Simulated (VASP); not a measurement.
# BaTiO3 (P4mm) in VASP: further runs

BaTiO3 is run at these levels: r2SCAN; tasks: single point.

Program: VASP 6.6.1. These are calculated values, not measurements. Logs are shortened: lines on timing, memory, paths and dates and some standing lists are left out, and cuts for length are marked.

## 1. The cell of the first run

The structure is tetragonal, space group P4mm (No. 99). The conventional cell has a = 3.979 Å, b = 3.979 Å, c = 4.346 Å, α = 90.00°, β = 90.00°, γ = 90.00°. Ba (site symmetry 4mm) has 12 O at 2.81 to 3.08 Å and 8 Ti at 3.51 to 3.60 Å within 3.7 Å. Within 2.4 Å of Ti (site symmetry 4mm) lie 5 O at 1.79 to 2.00 Å. O (site symmetry 4mm) has 1 Ti at 1.79 Å within 2.4 Å. O (site symmetry 2mm) has 2 Ti at 2.00 Å within 2.7 Å.

## 2. Single point, r2SCAN (13.76 Å³/atom)

POSCAR

```
BaTiO3
1.0
    3.9785608918      0.0000000000      0.0000000000
    0.0000000000      3.9785608918      0.0000000000
    0.0000000000      0.0000000000      4.3456871539
Ba Ti O
1 1 3
Direct
    0.0000000000      0.0000000000     -0.0198043125
    0.5000000000      0.5000000000      0.4647966988
    0.5000000000      0.5000000000      0.0535029535
    0.5000000000      0.0000000000      0.5222523301
    0.0000000000      0.5000000000      0.5222523301
```

INCAR.step1

```
SYSTEM = BaTiO3
PREC = Accurate
ENCUT = 520
ISMEAR = 0
SIGMA = 0.02
LREAL = .False.
LASPH = .True.
NELM = 60
NBANDS = 28
GGA = PE
ALGO = Normal
EDIFF = 1E-4
LWAVE = .True.
LCHARG = .False.
```

INCAR.step2

```
SYSTEM = BaTiO3
PREC = Accurate
ENCUT = 520
EDIFF = 1E-6
ISMEAR = 0
SIGMA = 0.02
LREAL = .False.
LASPH = .True.
NELM = 60
ALGO = Normal
ISIF = 2
LWAVE = .False.
LCHARG = .False.
METAGGA = R2SCAN
LMIXTAU = .True.
NBANDS = 28
ISTART = 1
```

KPOINTS

```
Automatic mesh
0
Gamma
  8 8 8
  0 0 0
```

Potentials or basis: VASP PAW PBE potentials, release 64 (Ba_sv, Ti_sv, O).

Started as:

```bash
$ cat potpaw_PBE.64/Ba_sv/POTCAR potpaw_PBE.64/Ti_sv/POTCAR potpaw_PBE.64/O/POTCAR > POTCAR
$ cp INCAR.step1 INCAR
$ mpirun -np 1 vasp_std > vasp.out
$ cp INCAR.step2 INCAR
$ mpirun -np 1 vasp_std > vasp.out
```

OUTCAR:

```text
SYSTEM = BaTiO3
   PREC = Accurate
   ENCUT = 520
   EDIFF = 1E-6
   ISMEAR = 0
   LREAL = .False.
   LASPH = .True.
   NELM = 60
   ISIF = 2
   METAGGA = R2SCAN
   ISTART = 1

 ion  position               nearest neighbor table
   1  0.000  0.000  0.980-   4 2.81   5 2.81   5 2.81   4 2.81   3 2.83   3 2.83   3 2.83   3 2.83
                             4 3.08   5 3.08   5 3.08   4 3.08   2 3.51   2 3.51   2 3.51   2 3.51
   2  0.500  0.500  0.465-   3 1.79   4 2.00   5 2.00   4 2.00   5 2.00   1 3.51   1 3.51   1 3.51
                             1 3.51   1 3.60   1 3.60   1 3.60   1 3.60
   3  0.500  0.500  0.054-   2 1.79   1 2.83   1 2.83   1 2.83   1 2.83
   4  0.500  0.000  0.522-   2 2.00   2 2.00   1 2.81   1 2.81   1 3.08   1 3.08
   5  0.000  0.500  0.522-   2 2.00   2 2.00   1 2.81   1 2.81   1 3.08   1 3.08

  LATTYP: Found a simple tetragonal cell.
 ALAT       =     3.9785608918
 C/A-ratio  =     1.0922761451

  Lattice vectors:

 A1 = (   3.9785608918,   0.0000000000,   0.0000000000)
 A2 = (   0.0000000000,   3.9785608918,   0.0000000000)
 A3 = (   0.0000000000,   0.0000000000,   4.3456871539)

Analysis of symmetry for initial positions (statically):
=====================================================================
 Subroutine PRICEL returns:
 Original cell was already a primitive cell.

 Routine SETGRP: Setting up the symmetry group for a
 simple tetragonal supercell.

 Subroutine GETGRP returns: Found  8 space group operations
 (whereof  8 operations were pure point group operations)
 out of a pool of 16 trial point group operations.

The static configuration has the point symmetry C_4v.

Analysis of symmetry for dynamics (positions and initial velocities):
=====================================================================
 Subroutine PRICEL returns:
 Original cell was already a primitive cell.

 Routine SETGRP: Setting up the symmetry group for a
 simple tetragonal supercell.

 Subroutine GETGRP returns: Found  8 space group operations
 (whereof  8 operations were pure point group operations)
 out of a pool of 16 trial point group operations.

The dynamic configuration has the point symmetry C_4v.

 Subroutine INISYM returns: Found  8 space group operations
 (whereof  8 operations are pure point group operations),
 and found     1 'primitive' translations

----------------------------------------------------------------------------------------

                                     Primitive cell

  volume of cell :      68.7877

  direct lattice vectors                    reciprocal lattice vectors
     3.978560892  0.000000000  0.000000000     0.251347165  0.000000000  0.000000000
     0.000000000  3.978560892  0.000000000     0.000000000  0.251347165  0.000000000
     0.000000000  0.000000000  4.345687154     0.000000000  0.000000000  0.230113205

  length of vectors
     3.978560892  3.978560892  4.345687154     0.251347165  0.251347165  0.230113205

  position of ions in fractional coordinates (direct lattice)
     0.000000000  0.000000000  0.980195688
     0.500000000  0.500000000  0.464796699
     0.500000000  0.500000000  0.053502954
     0.500000000  0.000000000  0.522252330
     0.000000000  0.500000000  0.522252330

  ion indices of the primitive-cell ions
   primitive index   ion index
                 1           1
                 2           2
                 3           3
                 4           4
                 5           5

----------------------------------------------------------------------------------------

 KPOINTS: Automatic mesh

Automatic generation of k-mesh.
 Grid dimensions read from file:
 generate k-points for:    8    8    8

 Generating k-lattice:

  Cartesian coordinates                     Fractional coordinates (reciprocal lattice)
     0.031418396  0.000000000  0.000000000     0.125000000  0.000000000  0.000000000
     0.000000000  0.031418396  0.000000000     0.000000000  0.125000000  0.000000000
     0.000000000  0.000000000  0.028764151     0.000000000  0.000000000  0.125000000

  Length of vectors
     0.031418396  0.031418396  0.028764151

  Shift w.r.t. Gamma in fractional coordinates (k-lattice)
     0.000000000  0.000000000  0.000000000

 Subroutine IBZKPT returns following result:
 ===========================================

 Found     75 irreducible k-points:

 Following reciprocal coordinates:
            Coordinates               Weight
  0.000000  0.000000  0.000000      1.000000
  0.125000  0.000000  0.000000      4.000000
  0.250000  0.000000  0.000000      4.000000
  0.375000  0.000000  0.000000      4.000000
  0.500000  0.000000  0.000000      2.000000
  0.125000  0.125000  0.000000      4.000000
[... 16 lines left out ...]
  0.375000  0.125000  0.125000     16.000000
  0.500000  0.125000  0.125000      8.000000
 [... further k-points ...]
   k-points           NKPTS =     75   k-points in BZ     NKDIM =     75   number of bands    NBANDS=     28
   number of dos      NEDOS =    301   number of ions     NIONS =      5
   total plane-waves  NPLWV =  28800
   dimension x,y,z NGX =    30 NGY =   30 NGZ =   32
   dimension x,y,z NGXF=    60 NGYF=   60 NGZF=   64
   ions per type =               1   1   3
   NGX,Y,Z   is equivalent  to a cutoff of  12.54, 12.54, 12.24 a.u.
   NGXF,Y,Z  is equivalent  to a cutoff of  25.07, 25.07, 24.48 a.u.
 SYSTEM =  BaTiO3
   PREC   = accura    normal or accurate (medium, high low for compatibility)
   ISTART =      1    job   : 0-new  1-cont  2-samecut
   ICHARG =      0    charge: 1-file 2-atom 10-const
   ISPIN  =      1    spin polarized calculation?
   LNONCOLLINEAR =      F non collinear calculations
   LSORBIT =      F    spin-orbit coupling
   LASPH  =      T    aspherical Exc in radial PAW
   ENCUT  =  520.0 eV  38.22 Ry    6.18 a.u.   7.40  7.40  8.08*2*pi/ulx,y,z
   NELM   =     60;   NELMIN=  2; NELMDL=  0     # of ELM steps
   EDIFF  = 0.1E-05   stopping-criterion for ELM
   LREAL  =      F    real-space projection
[... 7 lines left out ...]
   TEBEG  =    0.0;   TEEND  =   0.0 temperature during run
   PSTRESS=    0.0 pullay stress
   NELECT =      40.0000    total number of electrons
   NUPDOWN=      -1.0000    fix difference up-down
   EMIN   =  10.00;   EMAX   =-10.00  energy-range for DOS
   EFERMI =   0.00;   METHOD = LEGACY
   ISMEAR =     0;   SIGMA  =   0.02  broadening in eV -4-tet -1-fermi 0-gaus
   EFERMI_NEDOS =   21; number of points for ismear=-14 and -15
   IALGO  =     38    algorithm
   IMIX   =      4    mixing-type and parameters
     AMIX     =   0.40;   BMIX     =  1.00
     AMIX_MAG =   1.60;   BMIX_MAG =  1.00
  volume/ion in A,a.u.               =      13.76        92.84
  Fermi-wavevector in a.u.,A,eV,Ry     =   1.366442  2.582202 25.404321  1.867165
  Thomas-Fermi vector in A             =   2.492583
   LORBIT       =      0    0 simple, 1 ext, 2 COOP (PROOUT), +10 PAW based schemes
   METAGGA = R2SCAN    functional components
   LHFCALC =     F    Hartree Fock is set to
   AEXX    =    0.0000 exact exchange contribution
   IVDW    =     0    specifies the selected vdW correction
   LEPSILON=     F    determine dielectric tensor
   LRPA    =     F    only Hartree local field effects (RPA)
 non-spin polarized calculation
 Gauss-broadening in eV      SIGMA  =   0.02
  energy-cutoff  :      520.00
  volume of cell :       68.79
 maximum number of plane-waves:      1872
 NGX is ok and might be reduce to    30
   NGX = 15   NGY = 15   NGZ = 17

 number of electron      39.9999987 magnetization

 Free energy of the ion-electron system (eV)
  ---------------------------------------------------
  ext. energy  EPLUGINS =         0.00000000
  ---------------------------------------------------
  free energy    TOTEN  =       -74.21579242 eV

  energy without entropy =      -74.21579242  energy(sigma->0) =      -74.21579242

 E-fermi :   3.4358     XC(G=0): -11.4791

 val. band max:        3.3456266559   @ k =   0.5000   0.5000   0.5000
 cond. band min:       5.5363736204   @ k =   0.0000   0.0000   0.0000
 fundamental gap:      2.1907469645
 Fermi energy:         3.4358426680

 k-point     1 :       0.0000    0.0000    0.0000
  band No.  band energies     occupation
      1     -55.5889      2.00000
      2     -30.9314      2.00000
      3     -30.7175      2.00000
      4     -30.7175      2.00000
      5     -22.7598      2.00000
      6     -14.7083      2.00000
[... 20 lines left out ...]
     27       8.9932      0.00000
     28      10.3849      0.00000

 k-point     2 :       0.1250    0.0000    0.0000
  band No.  band energies     occupation
      1     -55.5887      2.00000
      2     -30.9311      2.00000
      3     -30.7262      2.00000
      4     -30.7172      2.00000
      5     -22.7440      2.00000
      6     -14.7092      2.00000
[... 20 lines left out ...]
     27       9.2641      0.00000
     28      10.7558      0.00000

 k-point     3 :       0.2500    0.0000    0.0000
  band No.  band energies     occupation
      1     -55.5883      2.00000
      2     -30.9302      2.00000
      3     -30.7471      2.00000
      4     -30.7165      2.00000
      5     -22.7056      2.00000
      6     -14.7509      2.00000
[... 20 lines left out ...]
     27       9.9322      0.00000
     28      11.6514      0.00000

 k-point     4 :       0.3750    0.0000    0.0000
  band No.  band energies     occupation
      1     -55.5878      2.00000
      2     -30.9293      2.00000
      3     -30.7679      2.00000
      4     -30.7158      2.00000
      5     -22.6664      2.00000
      6     -14.8287      2.00000
[... 578 lines left out ...]
     27      10.2264      0.00000
     28      11.4880      0.00000

 k-point    23 :       0.3750    0.1250    0.1250
  band No.  band energies     occupation
      1     -55.5876      2.00000
      2     -30.9319      2.00000
      3     -30.7673      2.00000
      4     -30.7243      2.00000
      5     -22.6501      2.00000
      6     -14.7378      2.00000
[... 20 lines left out ...]
     27      10.9751      0.00000
     28      11.8265      0.00000

 k-point    24 :       0.5000    0.1250    0.1250
  band No.  band energies     occupation
      1     -55.5874      2.00000
      2     -30.9315      2.00000
      3     -30.7759      2.00000
      4     -30.7240      2.00000
      5     -22.6349      2.00000
      6     -14.7645      2.00000
[... 20 lines left out ...]
     27      11.3459      0.00000
     28      12.0126      0.00000

 [... further k-points ...]

------------------------ aborting loop because EDIFF is reached ----------------------------------------

  FORCE on cell =-STRESS in cart. coord.  units (eV):
  Direction    XX          YY          ZZ          XY          YZ          ZX
  --------------------------------------------------------------------------------------
  -------------------------------------------------------------------------------------
  Total       -1.3961815     -1.3961815     -1.2823407      0.0000000      0.0000000      0.0000000
  in kB      -32.5193585    -32.5193585    -29.8678214      0.0000000      0.0000000      0.0000000
  external PRESSURE =     -31.6355128 kB  Pullay stress =       0.0000000 kB

 VOLUME and BASIS-vectors are now :
 -----------------------------------------------------------------------------
  energy-cutoff  :      520.00
  volume of cell :       68.79
      direct lattice vectors                 reciprocal lattice vectors
     3.978560892  0.000000000  0.000000000     0.251347165  0.000000000  0.000000000
     0.000000000  3.978560892  0.000000000     0.000000000  0.251347165  0.000000000
     0.000000000  0.000000000  4.345687154     0.000000000  0.000000000  0.230113205

 POSITION                                       TOTAL-FORCE (eV/Angst)
 -----------------------------------------------------------------------------------
      0.00000      0.00000      4.25962        -0.000000     -0.000000      0.055967
      1.98928      1.98928      2.01986         0.000000      0.000000      0.198170
      1.98928      1.98928      0.23251         0.000000     -0.000000     -0.191114
      1.98928      0.00000      2.26955         0.000000     -0.000000     -0.031512
      0.00000      1.98928      2.26955        -0.000000     -0.000000     -0.031512
 -----------------------------------------------------------------------------------
    total drift:                                0.000000      0.000000      0.004440

  FREE ENERGIE OF THE ION-ELECTRON SYSTEM (eV)
  ---------------------------------------------------
  free  energy   TOTEN  =       -74.2157924234 eV

  energy  without entropy=      -74.2157924234  energy(sigma->0) =      -74.21579242
```

Wall time 6 min (1 thread of Intel Xeon Platinum 8488C (Sapphire Rapids), shared host); peak memory 0.28 GiB.

Results:

```
Free energy            : -74.2158 eV
Pressure               : -3.2 GPa
Largest force          : 0.198 eV/Å
Band gap on the k mesh : 2.19 eV (least direct gap 2.87 eV)
```

Forces in eV/Å, atoms in the order of the input:
```
Ba   0.000  0.000  0.056
Ti   0.000  0.000  0.198
O    0.000  0.000 -0.191
O    0.000  0.000 -0.032
O    0.000  0.000 -0.032
```

Caveat: the cell stands under tension; the PAW data sets were made with another functional, which shifts forces and pressure a little; spin-orbit coupling is left out, which moves the levels of the heavy elements. A k mesh can miss the band edges.

## 3. Single point, r2SCAN

This run uses another cell than the first one, of 12.98 Å³/atom.

POSCAR

```
BaTiO3
1.0
    3.9722193411      0.0000000000      0.0000000000
    0.0000000000      3.9722193411      0.0000000000
    0.0000000000      0.0000000000      4.1127994632
Ba Ti O
1 1 3
Direct
    0.0000000000      0.0000000000     -0.0044081746
    0.5000000000      0.5000000000      0.4774876501
    0.5000000000      0.5000000000      0.0346048340
    0.5000000000      0.0000000000      0.5176578452
    0.0000000000      0.5000000000      0.5176578452
```

INCAR.step1

```
PREC = Accurate ; ENCUT = 910
ISMEAR = 0 ; SIGMA = 0.02
LREAL = False ; LASPH = True
NELM = 120 ; NBANDS = 28
GGA = PE ; ALGO = Normal
EDIFF = 1E-5 ; LWAVE = True
LCHARG = False ; GGA_COMPAT = False
```

INCAR.step2

```
PREC = Accurate ; ENCUT = 910
EDIFF = 1E-6 ; ISMEAR = 0
SIGMA = 0.02 ; LREAL = False
LASPH = True ; NELM = 120
ALGO = Normal ; ISIF = 2
LWAVE = False ; LCHARG = False
METAGGA = R2SCAN ; LMIXTAU = True
NBANDS = 28 ; ISTART = 1
GGA_COMPAT = False
```

KPOINTS

```
Automatic mesh
0
Gamma
  8 8 8
```

Potentials or basis: VASP PAW PBE potentials, release 64 (Ba_sv, Ti_sv, O_h).

Started as:

```bash
$ cat potpaw_PBE.64/Ba_sv/POTCAR potpaw_PBE.64/Ti_sv/POTCAR potpaw_PBE.64/O_h/POTCAR > POTCAR
$ cp INCAR.step1 INCAR
$ mpirun -np 1 vasp_std > vasp.out
$ cp INCAR.step2 INCAR
$ mpirun -np 1 vasp_std > vasp.out
```

It took 11 min on 1 thread of Intel Xeon Platinum 8488C (Sapphire Rapids), shared host; peak memory 0.49 GiB.

It converged, with:

```
Free energy            : -74.2960 eV
Pressure               : 1.7 GPa
Largest force          : 0.123 eV/Å
Band gap on the k mesh : 2.22 eV (least direct gap 2.72 eV)
```

Forces in eV/Å, atoms in the order of the input:
```
Ba   0.000  0.000  0.032
Ti   0.000  0.000  0.122
O    0.000  0.000 -0.123
O    0.000  0.000 -0.015
O    0.000  0.000 -0.015
```

Levels at points of the mesh, in eV from the valence-band top:
```csv
k point,band 16,band 17,band 18,band 19,band 20,band 21,band 22,band 23,band 24,band 25
"(0.00, 0.00, 0.00)",-1.61,-1.32,-0.73,-0.50,-0.50,2.22,2.70,2.70,4.39,4.57
"(0.50, 0.00, 0.00)",-2.01,-1.95,-1.72,-1.40,-1.22,2.80,3.90,3.99,4.47,6.15
"(0.50, 0.50, 0.00)",-2.95,-2.01,-1.13,-1.13,-0.07,4.02,4.02,4.40,4.78,8.12
"(0.00, 0.00, 0.50)",-2.13,-2.05,-2.03,-0.76,-0.76,2.35,3.91,3.91,4.38,6.42
"(0.50, 0.00, 0.50)",-2.69,-1.86,-1.10,-1.04,-0.42,3.92,3.94,4.26,5.26,7.84
"(0.50, 0.50, 0.50)",-2.60,-2.60,-0.34,-0.34,0.00,4.51,4.51,4.59,6.84,7.20
```

Caveat: the cutoff is under 1.25 times the usual one of these potentials, so pressure, stress and relaxed cells hold a basis-set (Pulay) error; the PAW data sets were made with another functional, which shifts forces and pressure a little; spin-orbit coupling is left out, which moves the levels of the heavy elements.
